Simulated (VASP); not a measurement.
# BaHPb (P4/mmm) in VASP: further runs

The runs below take BaHPb through single point, relaxation of cell and atoms, with PBE.

All numbers are computed with VASP 6.6.1; they aren't measurements. Logs are shortened: lines on timing, memory, paths and dates and some standing lists are left out, and cuts for length are marked.

### 1 The cell of the first run

The structure is tetragonal, space group P4/mmm (No. 123). Conventional cell: a = 4.091 Å, b = 4.091 Å, c = 4.167 Å, α = 90.00°, β = 90.00°, γ = 90.00°. Within 3.8 Å of Ba (site symmetry 4/mmm) lie 4 Pb at 2.89 Å and 8 H at 3.57 Å. Within 2.8 Å of H (site symmetry 4/mmm) lie 2 Pb at 2.08 Å. Within 2.9 Å of Pb (site symmetry 4/mmm) lie 2 H at 2.08 Å and 4 Ba at 2.89 Å.

The cell was generated, and may not be a known phase.

### 2 Single point, PBE

Contents of INCAR:

```
SYSTEM = BaHPb
  PREC = Accurate
  ENCUT = 520
  EDIFF = 1E-6
  ISMEAR = 0
  SIGMA = 0.1
  LREAL = .False.
  LASPH = .True.
  NELM = 80
  ALGO = Normal
  ISIF = 2
  LWAVE = .False.
  LCHARG = .True.
  GGA = PE
  LELF = .True.
  LVHAR = .True.
  NBANDS = 20
```

Contents of KPOINTS:

```
Automatic mesh
0
Gamma
  4 4 4
  0 0 0
```

Contents of POSCAR:

```
BaHPb
1.0
    4.0912751200      0.0000000000      0.0000000000
    0.0000000000      4.0912751200      0.0000000000
    0.0000000000      0.0000000000      4.1671365500
Ba H Pb
1 1 1
Direct
    0.0000000000      0.0000000000      0.0000000000
    0.5000000000      0.5000000000      0.5000000000
    0.5000000000      0.5000000000      0.0000000000
```

Potentials or basis: VASP PAW PBE potentials, release 64 (Ba_sv, H, Pb_d).

Started as:

```console
$ cat potpaw_PBE.64/Ba_sv/POTCAR potpaw_PBE.64/H/POTCAR potpaw_PBE.64/Pb_d/POTCAR > POTCAR
$ mpirun -np 1 vasp_std > vasp.out
```

OUTCAR:

```text
SYSTEM = BaHPb
   PREC = Accurate
   ENCUT = 520
   EDIFF = 1E-6
   ISMEAR = 0
   LREAL = .False.
   LASPH = .True.
   NELM = 80
   ISIF = 2
   GGA = PE

 ion  position               nearest neighbor table
   1  0.000  0.000  0.000-   3 2.89   3 2.89   3 2.89   3 2.89
   2  0.500  0.500  0.500-   3 2.08   3 2.08
   3  0.500  0.500  0.000-   2 2.08   2 2.08   1 2.89   1 2.89   1 2.89   1 2.89

  LATTYP: Found a simple tetragonal cell.
 ALAT       =     4.0912751200
 C/A-ratio  =     1.0185422461

  Lattice vectors:

 A1 = (   4.0912751200,   0.0000000000,   0.0000000000)
 A2 = (   0.0000000000,   4.0912751200,   0.0000000000)
 A3 = (   0.0000000000,   0.0000000000,   4.1671365500)

Analysis of symmetry for initial positions (statically):
=====================================================================
 Subroutine PRICEL returns:
 Original cell was already a primitive cell.

 Routine SETGRP: Setting up the symmetry group for a
 simple tetragonal supercell.

 Subroutine GETGRP returns: Found 16 space group operations
 (whereof 16 operations were pure point group operations)
 out of a pool of 16 trial point group operations.

The static configuration has the point symmetry D_4h.

Analysis of symmetry for dynamics (positions and initial velocities):
=====================================================================
 Subroutine PRICEL returns:
 Original cell was already a primitive cell.

 Routine SETGRP: Setting up the symmetry group for a
 simple tetragonal supercell.

 Subroutine GETGRP returns: Found 16 space group operations
 (whereof 16 operations were pure point group operations)
 out of a pool of 16 trial point group operations.

The dynamic configuration has the point symmetry D_4h.

 Subroutine INISYM returns: Found 16 space group operations
 (whereof 16 operations are pure point group operations),
 and found     1 'primitive' translations

----------------------------------------------------------------------------------------

                                     Primitive cell

  volume of cell :      69.7517

  direct lattice vectors                    reciprocal lattice vectors
     4.091275120  0.000000000  0.000000000     0.244422575  0.000000000  0.000000000
     0.000000000  4.091275120  0.000000000     0.000000000  0.244422575  0.000000000
     0.000000000  0.000000000  4.167136550     0.000000000  0.000000000  0.239972938

  length of vectors
     4.091275120  4.091275120  4.167136550     0.244422575  0.244422575  0.239972938

  position of ions in fractional coordinates (direct lattice)
     0.000000000  0.000000000  0.000000000
     0.500000000  0.500000000  0.500000000
     0.500000000  0.500000000  0.000000000

  ion indices of the primitive-cell ions
   primitive index   ion index
                 1           1
                 2           2
                 3           3

----------------------------------------------------------------------------------------

 KPOINTS: Automatic mesh

Automatic generation of k-mesh.
 Grid dimensions read from file:
 generate k-points for:    4    4    4

 Generating k-lattice:

  Cartesian coordinates                     Fractional coordinates (reciprocal lattice)
     0.061105644  0.000000000  0.000000000     0.250000000  0.000000000  0.000000000
     0.000000000  0.061105644  0.000000000     0.000000000  0.250000000  0.000000000
     0.000000000  0.000000000  0.059993234     0.000000000  0.000000000  0.250000000

  Length of vectors
     0.061105644  0.061105644  0.059993234

  Shift w.r.t. Gamma in fractional coordinates (k-lattice)
     0.000000000  0.000000000  0.000000000

 Subroutine IBZKPT returns following result:
 ===========================================

 Found     18 irreducible k-points:

 Following reciprocal coordinates:
            Coordinates               Weight
  0.000000  0.000000  0.000000      1.000000
  0.250000  0.000000  0.000000      4.000000
  0.500000  0.000000  0.000000      2.000000
  0.250000  0.250000  0.000000      4.000000
  0.500000  0.250000  0.000000      4.000000
  0.500000  0.500000  0.000000      1.000000
[... 10 lines left out ...]
  0.500000  0.250000  0.500000      4.000000
  0.500000  0.500000  0.500000      1.000000
   k-points           NKPTS =     18   k-points in BZ     NKDIM =     18   number of bands    NBANDS=     20
   number of dos      NEDOS =    301   number of ions     NIONS =      3
   total plane-waves  NPLWV =  28800
   dimension x,y,z NGX =    30 NGY =   30 NGZ =   32
   dimension x,y,z NGXF=    60 NGYF=   60 NGZF=   64
   ions per type =               1   1   1
   NGX,Y,Z   is equivalent  to a cutoff of  12.19, 12.19, 12.77 a.u.
   NGXF,Y,Z  is equivalent  to a cutoff of  24.38, 24.38, 25.53 a.u.
 SYSTEM =  BaHPb
   PREC   = accura    normal or accurate (medium, high low for compatibility)
   ISTART =      0    job   : 0-new  1-cont  2-samecut
   ICHARG =      2    charge: 1-file 2-atom 10-const
   ISPIN  =      1    spin polarized calculation?
   LNONCOLLINEAR =      F non collinear calculations
   LSORBIT =      F    spin-orbit coupling
   LASPH  =      T    aspherical Exc in radial PAW
   ENCUT  =  520.0 eV  38.22 Ry    6.18 a.u.   7.61  7.61  7.75*2*pi/ulx,y,z
   NELM   =     80;   NELMIN=  2; NELMDL= -5     # of ELM steps
   EDIFF  = 0.1E-05   stopping-criterion for ELM
   LREAL  =      F    real-space projection
   EDIFFG = 0.1E-04   stopping-criterion for IOM
   NSW    =      0    number of steps for IOM
   IBRION =     -1    ionic relax: 0-MD 1-quasi-New 2-CG
   NFREE  =      0    steps in history (QN), initial steepest desc. (CG)
   ISIF   =      2    stress and relaxation
   ISYM   =      2    0-nonsym 1-usesym 2-fastsym
   POTIM  = 0.5000    time-step for ionic-motion
   TEBEG  =    0.0;   TEEND  =   0.0 temperature during run
   PSTRESS=    0.0 pullay stress
   NELECT =      25.0000    total number of electrons
   NUPDOWN=      -1.0000    fix difference up-down
   EMIN   =  10.00;   EMAX   =-10.00  energy-range for DOS
   EFERMI =   0.00;   METHOD = LEGACY
   ISMEAR =     0;   SIGMA  =   0.10  broadening in eV -4-tet -1-fermi 0-gaus
   EFERMI_NEDOS =   21; number of points for ismear=-14 and -15
   IALGO  =     38    algorithm
   IMIX   =      4    mixing-type and parameters
     AMIX     =   0.40;   BMIX     =  1.00
     AMIX_MAG =   1.60;   BMIX_MAG =  1.00
  volume/ion in A,a.u.               =      23.25       156.90
  Fermi-wavevector in a.u.,A,eV,Ry     =   1.162884  2.197532 18.399154  1.352300
  Thomas-Fermi vector in A             =   2.299440
   LORBIT       =      0    0 simple, 1 ext, 2 COOP (PROOUT), +10 PAW based schemes
   GGA     = PE    functional components
   LHFCALC =     F    Hartree Fock is set to
   AEXX    =    0.0000 exact exchange contribution
   IVDW    =     0    specifies the selected vdW correction
   LEPSILON=     F    determine dielectric tensor
   LRPA    =     F    only Hartree local field effects (RPA)
 non-spin polarized calculation
 Gauss-broadening in eV      SIGMA  =   0.10
  energy-cutoff  :      520.00
  volume of cell :       69.75
 maximum number of plane-waves:      1896
   NGX = 15   NGY = 15   NGZ = 15

 number of electron      24.9999994 magnetization

 Free energy of the ion-electron system (eV)
  ---------------------------------------------------
  ext. energy  EPLUGINS =         0.00000000
  ---------------------------------------------------
  free energy    TOTEN  =        -5.04909951 eV

  energy without entropy =       -5.03065428  energy(sigma->0) =       -5.03987690

 E-fermi :   5.5055     XC(G=0):  -9.4739

 val. band max:        5.4998116105   @ k =   0.5000   0.5000   0.2500
 cond. band min:       5.5628384370   @ k =   0.5000   0.2500   0.2500
 fundamental gap:      0.0630268265
 Fermi energy:         5.5054988589

 k-point     1 :       0.0000    0.0000    0.0000
  band No.  band energies     occupation
      1     -22.8041      2.00000
      2     -12.0235      2.00000
      3     -11.9236      2.00000
      4     -11.9128      2.00000
      5     -11.7594      2.00000
      6     -11.7594      2.00000
[... 12 lines left out ...]
     19       9.9280      0.00000
     20      12.3004      0.00000

 k-point     2 :       0.2500    0.0000    0.0000
  band No.  band energies     occupation
      1     -22.7579      2.00000
      2     -12.1965      2.00000
      3     -12.0302      2.00000
      4     -11.8718      2.00000
      5     -11.7885      2.00000
      6     -11.7572      2.00000
[... 12 lines left out ...]
     19      11.7670      0.00000
     20      12.3662      0.00000

 k-point     3 :       0.5000    0.0000    0.0000
  band No.  band energies     occupation
      1     -22.7107      2.00000
      2     -12.3476      2.00000
      3     -12.1579      2.00000
      4     -11.8287      2.00000
      5     -11.8168      2.00000
      6     -11.7550      2.00000
[... 12 lines left out ...]
     19      12.1058      0.00000
     20      13.6715      0.00000

 k-point     4 :       0.2500    0.2500    0.0000
  band No.  band energies     occupation
      1     -22.7303      2.00000
      2     -12.2474      2.00000
      3     -11.9333      2.00000
      4     -11.8601      2.00000
      5     -11.7863      2.00000
      6     -11.7709      2.00000
[... 12 lines left out ...]
     19      11.5930      0.00000
     20      12.1683      0.00000

 k-point     5 :       0.5000    0.2500    0.0000
  band No.  band energies     occupation
      1     -22.7025      2.00000
      2     -12.1361      2.00000
      3     -12.0379      2.00000
      4     -11.8064      2.00000
      5     -11.7997      2.00000
      6     -11.7688      2.00000
[... 12 lines left out ...]
     19      10.8520      0.00000
     20      11.8969      0.00000
[... 215 lines left out ...]
      6     -11.7727      2.00000
[... 12 lines left out ...]
     19      12.6215      0.00000
     20      13.0944      0.00000

 k-point    16 :       0.2500    0.2500    0.5000
  band No.  band energies     occupation
      1     -22.6960      2.00000
      2     -12.2312      2.00000
      3     -11.8573      2.00000
      4     -11.8228      2.00000
      5     -11.8121      2.00000
      6     -11.7915      2.00000
[... 12 lines left out ...]
     19      12.4877      0.00000
     20      13.8525      0.00000

 k-point    17 :       0.5000    0.2500    0.5000
  band No.  band energies     occupation
      1     -22.6689      2.00000
      2     -12.1312      2.00000
      3     -11.9458      2.00000
      4     -11.8277      2.00000
      5     -11.7891      2.00000
      6     -11.7816      2.00000
[... 12 lines left out ...]
     19      12.8892      0.00000
     20      13.1796      0.00000

 k-point    18 :       0.5000    0.5000    0.5000
  band No.  band energies     occupation
      1     -22.6614      2.00000
      2     -11.8567      2.00000
      3     -11.8053      2.00000
      4     -11.8053      2.00000
      5     -11.8040      2.00000
      6     -11.7611      2.00000
[... 12 lines left out ...]
     19      13.5991      0.00000
     20      13.7957      0.00000

------------------------ aborting loop because EDIFF is reached ----------------------------------------

  FORCE on cell =-STRESS in cart. coord.  units (eV):
  Direction    XX          YY          ZZ          XY          YZ          ZX
  --------------------------------------------------------------------------------------
  -------------------------------------------------------------------------------------
  Total       17.1519543     17.1519543      2.8358452      0.0000000     -0.0000000      0.0000000
  in kB      393.9753872    393.9753872     65.1385367      0.0000000     -0.0000000      0.0000000
  external PRESSURE =     284.3631037 kB  Pullay stress =       0.0000000 kB

 VOLUME and BASIS-vectors are now :
 -----------------------------------------------------------------------------
  energy-cutoff  :      520.00
  volume of cell :       69.75
      direct lattice vectors                 reciprocal lattice vectors
     4.091275120  0.000000000  0.000000000     0.244422575  0.000000000  0.000000000
     0.000000000  4.091275120  0.000000000     0.000000000  0.244422575  0.000000000
     0.000000000  0.000000000  4.167136550     0.000000000  0.000000000  0.239972938

 POSITION                                       TOTAL-FORCE (eV/Angst)
 -----------------------------------------------------------------------------------
      0.00000      0.00000      0.00000         0.000000      0.000000      0.000000
      2.04564      2.04564      2.08357         0.000000      0.000000      0.000000
      2.04564      2.04564      0.00000         0.000000      0.000000      0.000000
 -----------------------------------------------------------------------------------
    total drift:                                0.000000      0.000000      0.000000

  FREE ENERGIE OF THE ION-ELECTRON SYSTEM (eV)
  ---------------------------------------------------
  free  energy   TOTEN  =        -5.0490995138 eV

  energy  without entropy=       -5.0306542784  energy(sigma->0) =       -5.03987690
```

Run time: 37 s. Hardware: 1 thread of Intel Xeon 8259CL, shared host; peak memory 0.19 GiB.

What came out:

- Free energy: -5.0491 eV
- Pressure: 28.4 GPa
- Band gap on the k mesh: zero (an odd number of electrons rules out a gap without spin polarisation)

Caveat: the k points lie up to 0.38 Å⁻¹ apart, too coarse for converged energies and pressures of a metal; spin-orbit coupling is left out, which moves the levels of the heavy elements.

[end of part 1 of 2]

The gap in the log of VASP goes by the Fermi energy; the results here count the filled bands.